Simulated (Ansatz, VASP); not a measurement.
**WC in VASP and in Ansatz**

```xyz
2
Lattice="2.9550 0.0000 0.0000 -1.4775 2.5591 0.0000 0.0000 0.0000 2.8869" Properties=species:S:1:pos:R:3 pbc="T T T"
W     0.0000    0.0000    0.0000
C     1.4775    0.8530    1.4435
```

Change from the starting cell: volume scaled by 1.06, ions relaxed.

Alike in both runs: functional PBE; k mesh 18 × 18 × 16; occupations fermi-dirac, width 0.05 eV; collinear spin.

Ansatz relaxed the structure, and its values are those at the end. VASP's run is a single point on that final structure, the one shown.

|  | VASP | Ansatz |
| --- | --- | --- |
| version | VASP 6.6.1 | Ansatz 0.2.0 |
| potentials or method | VASP PAW PBE potentials, release 64 (W_sv, C) | plane-wave PAW, scalar-relativistic |
| plane-wave cutoff (eV) | 520 | 420 |
| valence electrons in the cell | 18 | 18 |

VASP gave:

- pressure (GPa): -12.2
- net moment per atom (μB): 0.00

Task: Which values does Ansatz return?

Result: Pressure (GPa): -13.1; net moment per atom (μB): 0.00.

Ansatz's warnings: seeded moment not kept, stress scf threshold loose.

Spin-orbit coupling is off throughout.
